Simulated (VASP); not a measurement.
# NaH (Pm-3m) in VASP: a series of runs

NaH is run at these levels: PBE-based screened hybrid; tasks: single point.

Program: VASP 6.6.1. These are calculated values, not measurements. Logs are shortened: lines on timing, memory, paths and dates and some standing lists are left out, and cuts for length are marked.

**1. The cell of the first run**

The structure is cubic, space group Pm-3m (No. 221). Conventional cell: a = 2.932 Å, b = 2.932 Å, c = 2.932 Å, α = 90.00°, β = 90.00°, γ = 90.00°. Within 3.4 Å of Na (site symmetry m-3m) lie 8 H at 2.54 Å and 6 Na at 2.93 Å. Within 3.4 Å of H (site symmetry m-3m) lie 8 Na at 2.54 Å and 6 H at 2.93 Å.

**2. Single point, PBE-based screened hybrid**

Contents of POSCAR:

```
NaH
1.0
    2.9323912064      0.0000000000      0.0000000000
    0.0000000000      2.9323912064      0.0000000000
    0.0000000000      0.0000000000      2.9323912064
Na H
1 1
Direct
    0.0000000000      0.0000000000      0.0000000000
    0.5000000000      0.5000000000      0.5000000000
```

Contents of INCAR.step1:

```
PREC = Accurate
ENCUT = 520
EDIFF = 1E-5
ISMEAR = 0
SIGMA = 0.01
LREAL = False
LASPH = True
NELM = 100
ALGO = Normal
ISIF = 2
LWAVE = True
LCHARG = False
GGA = PE
NBANDS = 11
```

Contents of INCAR.step2:

```
PREC = Accurate
ENCUT = 520
EDIFF = 1E-6
ISMEAR = 0
SIGMA = 0.01
LREAL = False
LASPH = True
NELM = 100
ALGO = Normal
ISIF = 2
LWAVE = False
LCHARG = False
GGA = PE
LHFCALC = True
AEXX = 0.05
HFSCREEN = 0.2078
PRECFOCK = Normal
ISTART = 1
NBANDS = 11
```

Contents of KPOINTS:

```
Automatic mesh
0
Gamma
  4 4 4
```

Potentials or basis: VASP PAW PBE potentials, release 64 (Na_pv, H).

On the command line:

```console
> cat potpaw_PBE.64/Na_pv/POTCAR potpaw_PBE.64/H/POTCAR > POTCAR
> cp INCAR.step1 INCAR
> mpirun -np 1 vasp_std > vasp.out
> cp INCAR.step2 INCAR
> mpirun -np 1 vasp_std > vasp.out
```

OUTCAR:

```text
PREC = Accurate
   ENCUT = 520
   EDIFF = 1E-6
   ISMEAR = 0
   LREAL = False
   LASPH = True
   NELM = 100
   ISIF = 2
   GGA = PE
   LHFCALC = True
   AEXX = 0.05
   HFSCREEN = 0.2078
   PRECFOCK = Normal
   ISTART = 1

 ion  position               nearest neighbor table
   1  0.000  0.000  0.000-
   2  0.500  0.500  0.500-

  LATTYP: Found a simple cubic cell.
 ALAT       =     2.9323912064

  Lattice vectors:

 A1 = (   2.9323912064,   0.0000000000,   0.0000000000)
 A2 = (   0.0000000000,   2.9323912064,   0.0000000000)
 A3 = (   0.0000000000,   0.0000000000,   2.9323912064)

Analysis of symmetry for initial positions (statically):
=====================================================================
 Subroutine PRICEL returns:
 Original cell was already a primitive cell.

 Routine SETGRP: Setting up the symmetry group for a
 simple cubic supercell.

 Subroutine GETGRP returns: Found 48 space group operations
 (whereof 48 operations were pure point group operations)
 out of a pool of 48 trial point group operations.

The static configuration has the point symmetry O_h .

Analysis of symmetry for dynamics (positions and initial velocities):
=====================================================================
 Subroutine PRICEL returns:
 Original cell was already a primitive cell.

 Routine SETGRP: Setting up the symmetry group for a
 simple cubic supercell.

 Subroutine GETGRP returns: Found 48 space group operations
 (whereof 48 operations were pure point group operations)
 out of a pool of 48 trial point group operations.

The dynamic configuration has the point symmetry O_h .

 Subroutine INISYM returns: Found 48 space group operations
 (whereof 48 operations are pure point group operations),
 and found     1 'primitive' translations

----------------------------------------------------------------------------------------

                                     Primitive cell

  volume of cell :      25.2154

  direct lattice vectors                    reciprocal lattice vectors
     2.932391206  0.000000000  0.000000000     0.341018619  0.000000000  0.000000000
     0.000000000  2.932391206  0.000000000     0.000000000  0.341018619  0.000000000
     0.000000000  0.000000000  2.932391206     0.000000000  0.000000000  0.341018619

  length of vectors
     2.932391206  2.932391206  2.932391206     0.341018619  0.341018619  0.341018619

  position of ions in fractional coordinates (direct lattice)
     0.000000000  0.000000000  0.000000000
     0.500000000  0.500000000  0.500000000

  ion indices of the primitive-cell ions
   primitive index   ion index
                 1           1
                 2           2

----------------------------------------------------------------------------------------

 KPOINTS: Automatic mesh

Automatic generation of k-mesh.
 Grid dimensions read from file:
 generate k-points for:    4    4    4

 Generating k-lattice:

  Cartesian coordinates                     Fractional coordinates (reciprocal lattice)
     0.085254655  0.000000000  0.000000000     0.250000000  0.000000000  0.000000000
     0.000000000  0.085254655  0.000000000     0.000000000  0.250000000  0.000000000
     0.000000000  0.000000000  0.085254655     0.000000000  0.000000000  0.250000000

  Length of vectors
     0.085254655  0.085254655  0.085254655

  Shift w.r.t. Gamma in fractional coordinates (k-lattice)
     0.000000000  0.000000000  0.000000000

 Subroutine IBZKPT returns following result:
 ===========================================

 Found     10 irreducible k-points:

 Following reciprocal coordinates:
            Coordinates               Weight
  0.000000  0.000000  0.000000      1.000000
  0.250000  0.000000  0.000000      6.000000
  0.500000  0.000000  0.000000      3.000000
  0.250000  0.250000  0.000000     12.000000
  0.500000  0.250000  0.000000     12.000000
  0.500000  0.500000  0.000000      3.000000
  0.250000  0.250000  0.250000      8.000000
  0.500000  0.250000  0.250000     12.000000
  0.500000  0.500000  0.250000      6.000000
  0.500000  0.500000  0.500000      1.000000
   k-points           NKPTS =     10   k-points in BZ     NKDIM =     64   number of bands    NBANDS=     11
   number of dos      NEDOS =    301   number of ions     NIONS =      2
   total plane-waves  NPLWV =  13824
   dimension x,y,z NGX =    24 NGY =   24 NGZ =   24
   dimension x,y,z NGXF=    48 NGYF=   48 NGZF=   48
   ions per type =               1   1
   NGX,Y,Z   is equivalent  to a cutoff of  13.61, 13.61, 13.61 a.u.
   NGXF,Y,Z  is equivalent  to a cutoff of  27.21, 27.21, 27.21 a.u.
 SYSTEM =  unknown system
   PREC   = accura    normal or accurate (medium, high low for compatibility)
   ISTART =      1    job   : 0-new  1-cont  2-samecut
   ICHARG =      0    charge: 1-file 2-atom 10-const
   ISPIN  =      1    spin polarized calculation?
   LNONCOLLINEAR =      F non collinear calculations
   LSORBIT =      F    spin-orbit coupling
   LASPH  =      T    aspherical Exc in radial PAW
   ENCUT  =  520.0 eV  38.22 Ry    6.18 a.u.   5.45  5.45  5.45*2*pi/ulx,y,z
   NELM   =    100;   NELMIN=  2; NELMDL=  0     # of ELM steps
   EDIFF  = 0.1E-05   stopping-criterion for ELM
   LREAL  =      F    real-space projection
   EDIFFG = 0.1E-04   stopping-criterion for IOM
   NSW    =      0    number of steps for IOM
   IBRION =     -1    ionic relax: 0-MD 1-quasi-New 2-CG
   NFREE  =      0    steps in history (QN), initial steepest desc. (CG)
   ISIF   =      2    stress and relaxation
   ISYM   =      3    0-nonsym 1-usesym 2-fastsym
   POTIM  = 0.5000    time-step for ionic-motion
   TEBEG  =    0.0;   TEEND  =   0.0 temperature during run
   PSTRESS=    0.0 pullay stress
   NELECT =       8.0000    total number of electrons
   NUPDOWN=      -1.0000    fix difference up-down
   EMIN   =  10.00;   EMAX   =-10.00  energy-range for DOS
   EFERMI =   0.00;   METHOD = LEGACY
   ISMEAR =     0;   SIGMA  =   0.01  broadening in eV -4-tet -1-fermi 0-gaus
   EFERMI_NEDOS =   21; number of points for ismear=-14 and -15
   IALGO  =     38    algorithm
   IMIX   =      1    mixing-type and parameters
     AMIX     =   0.40;   BMIX     =  1.00
     AMIX_MAG =   1.60;   BMIX_MAG =  1.00
  volume/ion in A,a.u.               =      12.61        85.08
  Fermi-wavevector in a.u.,A,eV,Ry     =   1.116562  2.109997 16.962535  1.246711
  Thomas-Fermi vector in A             =   2.253177
   LORBIT       =      0    0 simple, 1 ext, 2 COOP (PROOUT), +10 PAW based schemes
   GGA     = PE    functional components
   LHFCALC =     T    Hartree Fock is set to
   PRECFOCK=normal    Normal, Fast or Accurate (Low or Medium for compatibility)
   ENCUT4O =  -1.0   cutoff for four orbital integrals eV
   NKREDX  =     1    reduce k-point grid by
   NKREDY  =     1    reduce k-point grid by
   NKREDZ  =     1    reduce k-point grid by
   AEXX    =    0.0500 exact exchange contribution
   HFSCREEN=    0.2078 screening length (either q_TF or 0.3 A-1)
   HFSCREENC=   0.2078 screening length for correlation (either q_TF or 0.3 A-1)
   ENCUTFOCK=  -1.0 apply spherical cutoff to Coloumb kernel
   IVDW    =     0    specifies the selected vdW correction
   LEPSILON=     F    determine dielectric tensor
   LRPA    =     F    only Hartree local field effects (RPA)
 non-spin polarized calculation
 Gauss-broadening in eV      SIGMA  =   0.01
  energy-cutoff  :      520.00
  volume of cell :       25.22
 maximum number of plane-waves:       691
 NGX is ok and might be reduce to    24
  NGX = 18; NGY = 18; NGZ = 18

 number of electron       8.0000014 magnetization

 Free energy of the ion-electron system (eV)
  ---------------------------------------------------
  ext. energy  EPLUGINS =         0.00000000
  ---------------------------------------------------
  free energy    TOTEN  =        -4.87529070 eV

  energy without entropy =       -4.87529070  energy(sigma->0) =       -4.87529070

 E-fermi :   1.5056     XC(G=0):  -7.9605

 val. band max:        1.3551086598   @ k =   0.5000   0.5000   0.5000
 cond. band min:       2.5266787528   @ k =   0.5000   0.0000   0.0000
 fundamental gap:      1.1715700931
 Fermi energy:         1.5056059707

 k-point     1 :       0.0000    0.0000    0.0000
  band No.  band energies     occupation
      1     -23.7721      2.00000
      2     -23.7721      2.00000
      3     -23.7721      2.00000
      4      -4.8057      2.00000
      5      10.4766      0.00000
      6      12.6165      0.00000
      7      12.6165      0.00000
      8      14.2380      0.00000
      9      14.2380      0.00000
     10      14.2380      0.00000
     11      27.6336      0.00000

 k-point     2 :       0.2500    0.0000    0.0000
  band No.  band energies     occupation
      1     -23.8670      2.00000
      2     -23.7639      2.00000
      3     -23.7639      2.00000
      4      -3.8275      2.00000
      5       6.0300      0.00000
      6      11.9418      0.00000
      7      13.6580      0.00000
      8      14.9672      0.00000
      9      14.9672      0.00000
     10      21.6030      0.00000
     11      22.7327      0.00000

 k-point     3 :       0.5000    0.0000    0.0000
  band No.  band energies     occupation
      1     -23.9603      2.00000
      2     -23.7556      2.00000
      3     -23.7556      2.00000
      4      -2.1980      2.00000
      5       2.5267      0.00000
      6      12.7110      0.00000
      7      15.9171      0.00000
      8      16.2721      0.00000
      9      16.2721      0.00000
     10      18.3006      0.00000
     11      19.7284      0.00000
[... 71 lines left out ...]
 k-point     9 :       0.5000    0.5000    0.2500
  band No.  band energies     occupation
      1     -23.9144      2.00000
      2     -23.9144      2.00000
      3     -23.8213      2.00000
      4       0.2848      2.00000
      5       6.6729      0.00000
      6       6.6729      0.00000
      7       9.4627      0.00000
      8      11.5169      0.00000
      9      14.6101      0.00000
     10      14.6101      0.00000
     11      20.7352      0.00000

 k-point    10 :       0.5000    0.5000    0.5000
  band No.  band energies     occupation
      1     -23.9013      2.00000
      2     -23.9013      2.00000
      3     -23.9013      2.00000
      4       1.3551      2.00000
      5       8.4630      0.00000
      6       8.4630      0.00000
      7       8.4630      0.00000
      8      10.8247      0.00000
      9      10.8247      0.00000
     10      10.8247      0.00000
     11      17.9614      0.00000

------------------------ aborting loop because EDIFF is reached ----------------------------------------

  FORCE on cell =-STRESS in cart. coord.  units (eV):
  Direction    XX          YY          ZZ          XY          YZ          ZX
  --------------------------------------------------------------------------------------
  -------------------------------------------------------------------------------------
  Total        0.1424465      0.1424465      0.1424465     -0.0000000      0.0000000      0.0000000
  in kB        9.0510021      9.0510021      9.0510021     -0.0000000      0.0000000      0.0000000
  external PRESSURE =       9.0510021 kB  Pullay stress =       0.0000000 kB

 VOLUME and BASIS-vectors are now :
 -----------------------------------------------------------------------------
  energy-cutoff  :      520.00
  volume of cell :       25.22
      direct lattice vectors                 reciprocal lattice vectors
     2.932391206  0.000000000  0.000000000     0.341018619  0.000000000  0.000000000
     0.000000000  2.932391206  0.000000000     0.000000000  0.341018619  0.000000000
     0.000000000  0.000000000  2.932391206     0.000000000  0.000000000  0.341018619

 POSITION                                       TOTAL-FORCE (eV/Angst)
 -----------------------------------------------------------------------------------
      0.00000      0.00000      0.00000         0.000000      0.000000      0.000000
      1.46620      1.46620      1.46620         0.000000      0.000000      0.000000
 -----------------------------------------------------------------------------------
    total drift:                                0.000000      0.000001      0.000000

  FREE ENERGIE OF THE ION-ELECTRON SYSTEM (eV)
  ---------------------------------------------------
  free  energy   TOTEN  =        -4.8752906956 eV

  energy  without entropy=       -4.8752906956  energy(sigma->0) =       -4.87529070
```

Run time: 20 s. Hardware: 1 thread of Intel Xeon Platinum 8488C (Sapphire Rapids), shared host; peak memory 0.23 GiB.

Results:

```
Free energy            : -4.8753 eV
Pressure               : 0.9 GPa
Band gap on the k mesh : 1.17 eV, indirect (least direct gap 4.72 eV)
```

Levels at points of the mesh, in eV from the valence-band top:
```tsv
k point	band 1	band 2	band 3	band 4	band 5	band 6	band 7	band 8
(0.00, 0.00, 0.00)	-25.13	-25.13	-25.13	-6.16	9.12	11.26	11.26	12.88
(0.50, 0.00, 0.00)	-25.32	-25.11	-25.11	-3.55	1.17	11.36	14.56	14.92
(0.50, 0.50, 0.00)	-25.28	-25.28	-25.10	-1.82	4.47	4.47	7.12	15.17
(0.50, 0.50, 0.50)	-25.26	-25.26	-25.26	0.00	7.11	7.11	7.11	9.47
```

Caveat: the k points lie up to 0.54 Å⁻¹ apart; the PAW data sets were made with another functional, which shifts forces and pressure a little.

**3. Single point, PBE-based screened hybrid**

POSCAR is that of step 2.

Contents of INCAR.step1:

```
SYSTEM = NaH
  PREC = Accurate
  ENCUT = 520
  EDIFF = 1E-5
  ISMEAR = 0
  SIGMA = 0.01
  LREAL = .FALSE.
  LASPH = .TRUE.
  NELM = 100
  ALGO = Normal
  ISIF = 2
  LWAVE = .TRUE.
  LCHARG = .FALSE.
  GGA = PE
  NBANDS = 11
```

Contents of INCAR.step2:

```
SYSTEM = NaH
  PREC = Accurate
  ENCUT = 520
  EDIFF = 1E-6
  ISMEAR = 0
  SIGMA = 0.01
  LREAL = .FALSE.
  LASPH = .TRUE.
  NELM = 100
  ALGO = Normal
  ISIF = 2
  LWAVE = .FALSE.
  LCHARG = .FALSE.
  GGA = PE
  LHFCALC = .TRUE.
  AEXX = 0.5
  HFSCREEN = 0.2078
  PRECFOCK = Normal
  ISTART = 1
  NBANDS = 11
```

Contents of KPOINTS:

```
regular mesh
0
G
  4 4 4
  0 0 0
```

Potentials or basis: VASP PAW PBE potentials, release 64 (Na_pv, H).

On the command line:

```console
> cat potpaw_PBE.64/Na_pv/POTCAR potpaw_PBE.64/H/POTCAR > POTCAR
> cp INCAR.step1 INCAR
> mpirun -np 1 vasp_std > vasp.out
> cp INCAR.step2 INCAR
> mpirun -np 1 vasp_std > vasp.out
```

It took 30 s on 1 thread of Intel Xeon Platinum 8488C (Sapphire Rapids), shared host; peak memory 0.23 GiB.

It converged, with:

```yaml
Free_energy: -6.1336 eV
Pressure: -0.1 GPa
Band_gap_on_the_k_mesh: 2.82 eV, indirect (least direct gap 6.99 eV)
```

Levels at points of the mesh, in eV from the valence-band top:
```csv
k point,band 2,band 3,band 4,band 5,band 6,band 7
"(0.00, 0.00, 0.00)",-29.57,-29.57,-7.10,11.72,13.43,13.43
"(0.50, 0.00, 0.00)",-29.56,-29.56,-4.17,2.82,13.94,16.84
"(0.50, 0.50, 0.00)",-29.72,-29.54,-2.13,6.25,6.25,9.27
"(0.50, 0.50, 0.50)",-29.69,-29.69,0.00,9.04,9.04,9.04
```

Caveat: the k points lie up to 0.54 Å⁻¹ apart; the PAW data sets were made with another functional, which shifts forces and pressure a little. A k mesh can miss the band edges.

**4. Single point, PBE-based screened hybrid**

POSCAR is that of step 3.

Contents of INCAR.step1:

```
SYSTEM = NaH
PREC = Accurate
ENCUT = 520
EDIFF = 1E-5
ISMEAR = 0
SIGMA = 0.01
LREAL = .False.
LASPH = .True.
NELM = 100
ALGO = Normal
ISIF = 2
LWAVE = .True.
GGA = PE
NBANDS = 11
```

Contents of INCAR.step2:

```
SYSTEM = NaH
PREC = Accurate
ENCUT = 520
EDIFF = 1E-6
ISMEAR = 0
SIGMA = 0.01
LREAL = .False.
LASPH = .True.
NELM = 100
ALGO = Normal
ISIF = 2
LWAVE = .False.
LCHARG = .True.
GGA = PE
LHFCALC = .True.
AEXX = 0.3
HFSCREEN = 0.2078
PRECFOCK = Normal
LELF = .True.
LVHAR = .True.
ISTART = 1
NBANDS = 11
```

Contents of KPOINTS:

```
regular mesh
0
Gamma
  4 4 4
  0 0 0
```

On the command line:

```console
> cat potpaw_PBE.64/Na_pv/POTCAR potpaw_PBE.64/H/POTCAR > POTCAR
> cp INCAR.step1 INCAR
> mpirun -np 1 vasp_std > vasp.out
> cp INCAR.step2 INCAR
> mpirun -np 1 vasp_std > vasp.out
```

Wall time 33 s (1 thread of Intel Xeon Platinum 8488C (Sapphire Rapids), shared host); peak memory 0.23 GiB.

It converged, with:

- Free energy: -5.5621 eV
- Pressure: 0.3 GPa
- Band gap on the k mesh: 2.07 eV, indirect (least direct gap 5.97 eV)

Levels at points of the mesh, in eV from the valence-band top:
```
           k point  band 1  band 2  band 3  band 4  band 5  band 6  band 7  band 8  band 9
(0.00, 0.00, 0.00)  -27.60  -27.60  -27.60   -6.70   10.56   12.46   12.46   14.18   14.18
(0.50, 0.00, 0.00)  -27.78  -27.58  -27.58   -3.90    2.07   12.79   15.82   16.27   16.27
(0.50, 0.50, 0.00)  -27.75  -27.75  -27.57   -1.99    5.45    5.45    8.31   16.65   20.46
(0.50, 0.50, 0.50)  -27.72  -27.72  -27.72    0.00    8.16    8.16    8.16   10.67   10.67
```

Caveat: the k points lie up to 0.54 Å⁻¹ apart; the PAW data sets were made with another functional, which shifts forces and pressure a little. A k mesh can miss the band edges.

**5. Summary**

```tsv
share of exact exchange	gap on the mesh (eV)	pressure (GPa)
0.05	1.17	0.9
0.5	2.82	-0.1
0.3	2.07	0.3
```

Alike in all rows: task single point; level PBE-based screened hybrid; potentials or basis VASP PAW PBE potentials, release 64 (Na_pv, H); no spin polarisation; cell as given; k mesh 4 × 4 × 4; cutoff (eV) 520; smearing gaussian 0.01 eV.

Caveats: all runs use coarse meshes; the PAW data sets were made with another functional, which shifts forces and pressure a little.

Total energies depend on the potentials used, so only differences within one code and one set of settings carry meaning.
